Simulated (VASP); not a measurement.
Write the native input for VASP 6.6.1 that does the following.

```yaml
Task: single point
Functional: PBE
Potentials_or_basis: VASP PAW PBE potentials, release 64 (Mo_sv, W_sv)
Cutoff: 520 eV
k_mesh: 8 × 4 × 2
Occupations: gaussian, width 0.2 eV
Spin: no spin polarisation
Dipole_correction: no
Further_INCAR_settings: ALGO = Fast; EDIFF = 1e-07; NBANDS = 81
```

The structure of Mo3W2 lies in POSCAR:

```
Mo3W2
1.0
    1.5851125721      2.2432968989      0.0000000000
    4.7553377162     -2.2432968989      0.0000000000
    1.5851125721      0.0000000000    -11.2056348339
Mo W
6 4
Direct
    0.4502457832      0.4502457832      0.1990168672
    0.9502457832      0.9502457832      0.1990168672
    0.2500000000      0.2500000000      0.0000000000
    0.7500000000      0.7500000000      0.0000000000
    0.0497542168      0.0497542168      0.8009831328
    0.5497542168      0.5497542168      0.8009831328
    0.3498301063      0.3498301063      0.6006795747
    0.8498301063      0.8498301063      0.6006795747
    0.1501698937      0.1501698937      0.3993204253
    0.6501698937      0.6501698937      0.3993204253
```

These files were run (other wordings do the same):

INCAR

```
  PREC = Accurate
  ENCUT = 520
  EDIFF = 1E-7
  ISMEAR = 0
  SIGMA = 0.2
  LREAL = False
  LASPH = True
  NELM = 80
  ALGO = Fast
  ISIF = 2
  LWAVE = False
  LCHARG = False
  GGA = PE
  NBANDS = 81
```

KPOINTS

```
Automatic mesh
0
Gamma
  8 4 2
```

Potentials or basis: VASP PAW PBE potentials, release 64 (Mo_sv, W_sv).

The run is started by

```sh
$ cat potpaw_PBE.64/Mo_sv/POTCAR potpaw_PBE.64/W_sv/POTCAR > POTCAR
$ mpirun -np 1 vasp_std > vasp.out
```

Results of the run:

The pressure is 0.7 GPa and the largest force is 0.011 eV/Å. The band gap on the k mesh is zero (bands 70 and 71 overlap by 1.95 eV).

Caveat: spin-orbit coupling is left out, which moves the levels of the heavy elements.

Run time: 15 min on 1 thread of Oxide Virtual Turin-like Processor, on a shared host, peak memory 0.43 GiB.
